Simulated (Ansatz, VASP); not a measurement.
**One calculation of RbBr3, two programs**

INCAR

```
PREC = Accurate
ENCUT = 520
EDIFF = 1E-6
ISMEAR = 0
SIGMA = 0.1
LREAL = F
LASPH = T
NELM = 100
ALGO = Normal
ISIF = 2
LWAVE = F
LCHARG = F
GGA = CA
NBANDS = 23
```

File KPOINTS:

```
Automatic mesh
0
Gamma
  14 14 14
```

Contents of POSCAR:

```
RbBr3
1.0
   -2.1145156904      2.1145156904      6.6057824809
    2.1145156904     -2.1145156904      6.6057824809
    2.1145156904      2.1145156904     -6.6057824809
Rb Br
1 3
Direct
    0.0000000000      0.0000000000      0.0000000000
    0.7500000000      0.2500000000      0.5000000000
    0.2500000000      0.7500000000      0.5000000000
    0.5000000000      0.5000000000      0.0000000000
```

Input for Ansatz:

```yaml
crystal:
  lattice:
    - [-2.1145156904, 2.1145156904, 6.6057824809]
    - [2.1145156904, -2.1145156904, 6.6057824809]
    - [2.1145156904, 2.1145156904, -6.6057824809]
  atoms:
    - { symbol: Rb, position: [0.0, 0.0, 0.0] }
    - { symbol: Br, position: [0.75, 0.25, 0.5] }
    - { symbol: Br, position: [0.25, 0.75, 0.5] }
    - { symbol: Br, position: [0.5, 0.5, 0.0] }
basis:
  ecutwfc: 420
kpoints:
  mp_grid: { grid: [14, 14, 14] }
hamiltonian:
  xc: lda
scf:
  occupations: { method: gaussian, width: 0.1 }
output:
  forces: true
  stress: true
  eigenvalues: true
  populations: true
```

Alike in both runs: task single point; functional LDA; k mesh 14 × 14 × 14; occupations gaussian, width 0.1 eV; no spin polarisation.

|  | VASP | Ansatz |
| --- | --- | --- |
| version | VASP 6.6.1 | Ansatz 0.2.0 |
| potentials or method | VASP PAW LDA potentials, release 64 (Rb_sv, Br), cutoff 520 eV | scalar-relativistic, plane waves, PAW |
| valence electrons in the cell | 30 | 30 |

|  | VASP | Ansatz | Ansatz less VASP |
| --- | --- | --- | --- |
| gap on the k mesh at the Fermi level (eV) | none | none | - |
| pressure (GPa) | 1.1 | 1.0 | -0.11 |
| traceless stress, the component that is largest in VASP (GPa) | -1.60 | -1.50 | +0.103 |

LDA's correlation is that of Perdew and Zunger in VASP and of Perdew and Wang (1992) in Ansatz. A gap of «none» marks a metal or a gap that the smearing closes.
